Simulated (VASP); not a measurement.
# ReB3 (P4/mmm) in VASP: relaxation of cell and atoms with PBE

Aim: the relaxation of cell and atoms of ReB3 with PBE.

Program: VASP 6.6.1. These are calculated values, not measurements. Logs are shortened: lines on timing, memory, paths and dates and some standing lists are left out, and cuts for length are marked.

## (1) The cell of the first run

The structure is tetragonal, space group P4/mmm (No. 123). The conventional cell has a = 2.686 Å, b = 2.686 Å, c = 5.444 Å, α = 90.00°, β = 90.00°, γ = 90.00°. Re (site symmetry 4/mmm) has 10 B at 2.33 to 2.72 Å and 4 Re at 2.69 Å within 3.1 Å. B (site symmetry 4mm) has 4 Re at 2.33 Å and 10 B at 2.34 to 2.75 Å within 3.1 Å. B (site symmetry 4/mmm) has 12 B at 2.34 to 2.69 Å and 2 Re at 2.72 Å within 3.1 Å.

The cell was generated, and may not be a known phase.

## (2) Relaxation of cell and atoms, PBE

Input file INCAR:

```
SYSTEM = ReB3
PREC     = Accurate       ! precision mode
ENCUT    = 600            ! plane-wave cutoff, eV
EDIFF    = 1E-6           ! SCF threshold, eV
ISMEAR   = 0              ! smearing method
SIGMA    = 0.1            ! smearing width, eV
LREAL    = .False.        ! projectors in reciprocal space
LASPH    = .True.         ! aspherical terms in the spheres
NELM     = 60             ! most SCF steps
ALGO     = Normal         ! electronic algorithm
ISIF     = 3              ! what is computed and relaxed
LWAVE    = .False.        ! write WAVECAR
LCHARG   = .False.        ! write CHGCAR
GGA      = PE             ! functional
IBRION   = 2              ! ionic algorithm
NSW      = 90             ! ionic steps
EDIFFG   = -0.04          ! ionic threshold
```

Input file KPOINTS:

```
Automatic mesh
0
Gamma
  6 6 4
  0 0 0
```

Input file POSCAR:

```
ReB3
1.0
    2.6862736200      0.0000000000      0.0000000000
    0.0000000000      2.6862736200      0.0000000000
    0.0000000000      0.0000000000      5.4440220900
Re B
1 3
Direct
    0.5000000000      0.5000000000      0.5000000000
    0.0000000000      0.0000000000      0.7474227500
    0.0000000000      0.0000000000      0.2525772500
    0.5000000000      0.5000000000      0.0000000000
```

Potentials or basis: VASP PAW PBE potentials, release 64 (Re, B).

Started as:

```console
$ cat potpaw_PBE.64/Re/POTCAR potpaw_PBE.64/B/POTCAR > POTCAR
$ mpirun -np 1 vasp_std > vasp.out
```

OUTCAR:

```text
SYSTEM = ReB3
   PREC = Accurate
   ENCUT = 600
   EDIFF = 1E-6
   ISMEAR = 0
   LREAL = .False.
   LASPH = .True.
   NELM = 60
   ISIF = 3
   GGA = PE
   IBRION = 2
   NSW = 90
   EDIFFG = -0.04

 ion  position               nearest neighbor table
   1  0.500  0.500  0.500-   2 2.33   3 2.33   2 2.33   3 2.33   2 2.33   3 2.33   2 2.33   3 2.33
                             4 2.72   4 2.72
   2  0.000  0.000  0.747-   1 2.33   1 2.33   1 2.33   1 2.33
   3  0.000  0.000  0.253-   1 2.33   1 2.33   1 2.33   1 2.33
   4  0.500  0.500  0.000-   1 2.72   1 2.72

  LATTYP: Found a simple tetragonal cell.
 ALAT       =     2.6862736200
 C/A-ratio  =     2.0266074347

  Lattice vectors:

 A1 = (   2.6862736200,   0.0000000000,   0.0000000000)
 A2 = (   0.0000000000,   2.6862736200,   0.0000000000)
 A3 = (   0.0000000000,   0.0000000000,   5.4440220900)

Analysis of symmetry for initial positions (statically):
=====================================================================
 Subroutine PRICEL returns:
 Original cell was already a primitive cell.

 Routine SETGRP: Setting up the symmetry group for a
 simple tetragonal supercell.

 Subroutine GETGRP returns: Found 16 space group operations
 (whereof 16 operations were pure point group operations)
 out of a pool of 16 trial point group operations.

The static configuration has the point symmetry D_4h.

Analysis of symmetry for dynamics (positions and initial velocities):
=====================================================================
 Subroutine PRICEL returns:
 Original cell was already a primitive cell.

 Routine SETGRP: Setting up the symmetry group for a
 simple tetragonal supercell.

 Subroutine GETGRP returns: Found 16 space group operations
 (whereof 16 operations were pure point group operations)
 out of a pool of 16 trial point group operations.

The dynamic configuration has the point symmetry D_4h.

 Subroutine INISYM returns: Found 16 space group operations
 (whereof 16 operations are pure point group operations),
 and found     1 'primitive' translations

----------------------------------------------------------------------------------------

                                     Primitive cell

  volume of cell :      39.2844

  direct lattice vectors                    reciprocal lattice vectors
     2.686273620  0.000000000  0.000000000     0.372262897  0.000000000  0.000000000
     0.000000000  2.686273620  0.000000000     0.000000000  0.372262897  0.000000000
     0.000000000  0.000000000  5.444022090     0.000000000  0.000000000  0.183687719

  length of vectors
     2.686273620  2.686273620  5.444022090     0.372262897  0.372262897  0.183687719

  position of ions in fractional coordinates (direct lattice)
     0.500000000  0.500000000  0.500000000
     0.000000000  0.000000000  0.747422750
     0.000000000  0.000000000  0.252577250
     0.500000000  0.500000000  0.000000000

  ion indices of the primitive-cell ions
   primitive index   ion index
                 1           1
                 2           2
                 3           3
                 4           4

----------------------------------------------------------------------------------------

 KPOINTS: Automatic mesh

Automatic generation of k-mesh.
 Grid dimensions read from file:
 generate k-points for:    6    6    4

 Generating k-lattice:

  Cartesian coordinates                     Fractional coordinates (reciprocal lattice)
     0.062043816  0.000000000  0.000000000     0.166666667  0.000000000  0.000000000
     0.000000000  0.062043816  0.000000000     0.000000000  0.166666667  0.000000000
     0.000000000  0.000000000  0.045921930     0.000000000  0.000000000  0.250000000

  Length of vectors
     0.062043816  0.062043816  0.045921930

  Shift w.r.t. Gamma in fractional coordinates (k-lattice)
     0.000000000  0.000000000  0.000000000

 Subroutine IBZKPT returns following result:
 ===========================================

 Found     30 irreducible k-points:

 Following reciprocal coordinates:
            Coordinates               Weight
  0.000000  0.000000  0.000000      1.000000
  0.166667  0.000000  0.000000      4.000000
  0.333333  0.000000  0.000000      4.000000
  0.500000  0.000000  0.000000      2.000000
  0.166667  0.166667  0.000000      4.000000
  0.333333  0.166667  0.000000      8.000000
[... 16 lines left out ...]
  0.333333  0.000000  0.500000      4.000000
  0.500000  0.000000  0.500000      2.000000
 [... further k-points ...]
   k-points           NKPTS =     30   k-points in BZ     NKDIM =     30   number of bands    NBANDS=     12
   number of dos      NEDOS =    301   number of ions     NIONS =      4
   total plane-waves  NPLWV =  27648
   dimension x,y,z NGX =    24 NGY =   24 NGZ =   48
   dimension x,y,z NGXF=    48 NGYF=   48 NGZF=   96
   ions per type =               1   3
   NGX,Y,Z   is equivalent  to a cutoff of  14.85, 14.85, 14.66 a.u.
   NGXF,Y,Z  is equivalent  to a cutoff of  29.71, 29.71, 29.32 a.u.
 SYSTEM =  ReB3
   PREC   = accura    normal or accurate (medium, high low for compatibility)
   ISTART =      0    job   : 0-new  1-cont  2-samecut
   ICHARG =      2    charge: 1-file 2-atom 10-const
   ISPIN  =      1    spin polarized calculation?
   LNONCOLLINEAR =      F non collinear calculations
   LSORBIT =      F    spin-orbit coupling
   LASPH  =      T    aspherical Exc in radial PAW
   ENCUT  =  600.0 eV  44.10 Ry    6.64 a.u.   5.37  5.37 10.87*2*pi/ulx,y,z
   NELM   =     60;   NELMIN=  2; NELMDL= -5     # of ELM steps
   EDIFF  = 0.1E-05   stopping-criterion for ELM
   LREAL  =      F    real-space projection
   EDIFFG = -.4E-01   stopping-criterion for IOM
   NSW    =     90    number of steps for IOM
   IBRION =      2    ionic relax: 0-MD 1-quasi-New 2-CG
   NFREE  =      1    steps in history (QN), initial steepest desc. (CG)
   ISIF   =      3    stress and relaxation
   ISYM   =      2    0-nonsym 1-usesym 2-fastsym
   POTIM  = 0.5000    time-step for ionic-motion
   TEBEG  =    0.0;   TEEND  =   0.0 temperature during run
   PSTRESS=    0.0 pullay stress
   NELECT =      16.0000    total number of electrons
   NUPDOWN=      -1.0000    fix difference up-down
   EMIN   =  10.00;   EMAX   =-10.00  energy-range for DOS
   EFERMI =   0.00;   METHOD = LEGACY
   ISMEAR =     0;   SIGMA  =   0.10  broadening in eV -4-tet -1-fermi 0-gaus
   EFERMI_NEDOS =   21; number of points for ismear=-14 and -15
   IALGO  =     38    algorithm
   IMIX   =      4    mixing-type and parameters
     AMIX     =   0.40;   BMIX     =  1.00
     AMIX_MAG =   1.60;   BMIX_MAG =  1.00
  volume/ion in A,a.u.               =       9.82        66.28
  Fermi-wavevector in a.u.,A,eV,Ry     =   1.213504  2.293191 20.035844  1.472593
  Thomas-Fermi vector in A             =   2.348954
   LORBIT       =      0    0 simple, 1 ext, 2 COOP (PROOUT), +10 PAW based schemes
   GGA     = PE    functional components
   LHFCALC =     F    Hartree Fock is set to
   AEXX    =    0.0000 exact exchange contribution
   IVDW    =     0    specifies the selected vdW correction
   LEPSILON=     F    determine dielectric tensor
   LRPA    =     F    only Hartree local field effects (RPA)
 conjugate gradient relaxation of ions
 non-spin polarized calculation
 Gauss-broadening in eV      SIGMA  =   0.10
  energy-cutoff  :      600.00
  volume of cell :       39.28
 maximum number of plane-waves:      1328
 NGX is ok and might be reduce to    24
   NGX = 11   NGY = 11   NGZ = 21

--------------------------------------- Ionic step        1  -------------------------------------------

 number of electron      16.0000000 magnetization

 Free energy of the ion-electron system (eV)
  ---------------------------------------------------
  ext. energy  EPLUGINS =         0.00000000
  ---------------------------------------------------
  free energy    TOTEN  =       -27.64826883 eV

  energy without entropy =      -27.63278463  energy(sigma->0) =      -27.64052673

------------------------ aborting loop because EDIFF is reached ----------------------------------------

  FORCE on cell =-STRESS in cart. coord.  units (eV):
  Direction    XX          YY          ZZ          XY          YZ          ZX
  --------------------------------------------------------------------------------------
  -------------------------------------------------------------------------------------
  Total        1.8105760      1.8105760    -15.4242469      0.0000000      0.0000000      0.0000000
  in kB       73.8425999     73.8425999   -629.0630501      0.0000000      0.0000000      0.0000000
  external PRESSURE =    -160.4592835 kB  Pullay stress =       0.0000000 kB
[... 95 lines left out ...]
  FREE ENERGIE OF THE ION-ELECTRON SYSTEM (eV)
  ---------------------------------------------------
  free  energy   TOTEN  =       -30.6276190096 eV

  energy  without entropy=      -30.6218445677  energy(sigma->0) =      -30.62473179

[... ionic steps 4 to 8 ...]

--------------------------------------- Ionic step        9  -------------------------------------------

 number of electron      16.0000000 magnetization

------------------------ aborting loop because EDIFF is reached ----------------------------------------

  FORCE on cell =-STRESS in cart. coord.  units (eV):
  Direction    XX          YY          ZZ          XY          YZ          ZX
  --------------------------------------------------------------------------------------
  -------------------------------------------------------------------------------------
  Total       -0.3252033     -0.3252033     -0.6188553      0.0000000      0.0000000      0.0000000
  in kB      -15.2770929    -15.2770929    -29.0720004      0.0000000      0.0000000      0.0000000
  external PRESSURE =     -19.8753954 kB  Pullay stress =       0.0000000 kB
[... 61 lines left out ...]
  energy  without entropy=      -31.2896193982  energy(sigma->0) =      -31.29136218

--------------------------------------- Ionic step       11  -------------------------------------------

 number of electron      16.0000000 magnetization

 Free energy of the ion-electron system (eV)
  ---------------------------------------------------
  ext. energy  EPLUGINS =         0.00000000
  ---------------------------------------------------
  free energy    TOTEN  =       -31.29428523 eV

  energy without entropy =      -31.29080083  energy(sigma->0) =      -31.29254303

 E-fermi :   8.5398     XC(G=0): -13.0755

 val. band max:        8.5319995564   @ k =   0.5000   0.3333   0.5000
 cond. band min:       8.6150592328   @ k =   0.0000   0.0000   0.5000
 fundamental gap:      0.0830596765
 Fermi energy:         8.5397522763

 k-point     1 :       0.0000    0.0000    0.0000
  band No.  band energies     occupation
      1      -6.5679      2.00000
      2      -0.4491      2.00000
      3       1.8856      2.00000
      4       3.8051      2.00000
      5       6.9257      2.00000
      6       6.9257      2.00000
      7       7.0702      2.00000
      8       7.0702      2.00000
      9       7.1154      2.00000
     10       9.9973      0.00000
     11      13.2170      0.00000
     12      15.3568      0.00000
[... 331 lines left out ...]
 k-point    24 :       0.5000    0.0000    0.5000
  band No.  band energies     occupation
      1      -2.9047      2.00000
      2      -0.7079      2.00000
      3       0.6330      2.00000
      4       1.5664      2.00000
      5       4.1169      2.00000
      6       5.4096      2.00000
      7       6.0826      2.00000
      8       7.5510      2.00000
      9      10.6078      0.00000
     10      12.3233      0.00000
     11      14.2910      0.00000
     12      14.3685      0.00000

 [... further k-points ...]
[... 5 lines left out ...]
  --------------------------------------------------------------------------------------
  -------------------------------------------------------------------------------------
  Total       -0.0001676     -0.0001676      0.0386505      0.0000000      0.0000000      0.0000000
  in kB       -0.0079183     -0.0079183      1.8257692      0.0000000      0.0000000      0.0000000
  external PRESSURE =       0.6033109 kB  Pullay stress =       0.0000000 kB
[... 19 lines left out ...]
  FREE ENERGIE OF THE ION-ELECTRON SYSTEM (eV)
  ---------------------------------------------------
  free  energy   TOTEN  =       -31.2942852278 eV

  energy  without entropy=      -31.2908008319  energy(sigma->0) =      -31.29254303

 reached required accuracy - stopping structural energy minimisation
```

Run time: 2 min. Hardware: 1 thread of Intel Xeon Platinum 8375C at 2.90GHz (Ice Lake), shared host; peak memory 0.19 GiB.

What came out:

- Free energy: -31.2943 eV
- Relaxed volume: 8.48 Å³/atom
- Relaxed cell: a = 2.816 Å, b = 2.816 Å, c = 4.276 Å, α = 90.00°, β = 90.00°, γ = 90.00°
- Space group after relaxing (to 0.1 Å): P4/mmm (No. 123)
- Energy gained by relaxing: 911.5 meV/atom
- Ionic steps: 11
- Pressure after relaxing: 0.1 GPa
- Largest force after relaxing: 0.016 eV/Å
- Band gap on the k mesh: zero (bands 8 and 9 overlap by 2.90 eV)

Forces in eV/Å, atoms in the order of the input:
```
Re   0.000  0.000  0.000
B    0.000  0.000 -0.016
B    0.000  0.000  0.016
B    0.000  0.000  0.000
```

Stress tensor (GPa, compression positive):
```
0.00 0.00 0.00
0.00 0.00 0.00
0.00 0.00 0.18
```

Step by step:
```tsv
step	energy change (eV)	largest force (eV/Å)	pressure (GPa)	volume (Å³)
1	0.0000	0.9929	-16.05	39.28
2	-2.8508	2.8634	13.44	33.39
3	-2.9794	3.0103	26.25	32.35
4	-2.7165	2.2650	10.74	35.14
5	-3.3967	1.3771	10.91	33.69
6	-3.5261	0.6439	-15.26	35.87
7	-3.5607	0.9064	-8.27	35.19
8	-3.6428	0.0677	-2.95	34.25
9	-3.6443	0.0778	-1.99	34.11
10	-3.6448	0.0397	1.82	33.76
11	-3.6460	0.0163	0.06	33.92
```

Final structure:
```
Re B
1.0
     2.81641    0.00000    0.00000
     0.00000    2.81641    0.00000
     0.00000    0.00000    4.27590
Re B
1 3
Direct
  0.50000 0.50000 0.50000
  0.00000 0.00000 0.79449
  0.00000 0.00000 0.20551
  0.50000 0.50000 0.00000
```

Caveat: the k points lie up to 0.37 Å⁻¹ apart in the final cell, too coarse for converged energies and pressures of a metal; a cell axis changed by over 15 % at a fixed basis, so the end point is rough; spin-orbit coupling is left out, which moves the levels of the heavy elements.

The gap in the log of VASP goes by the Fermi energy; the results here count the filled bands.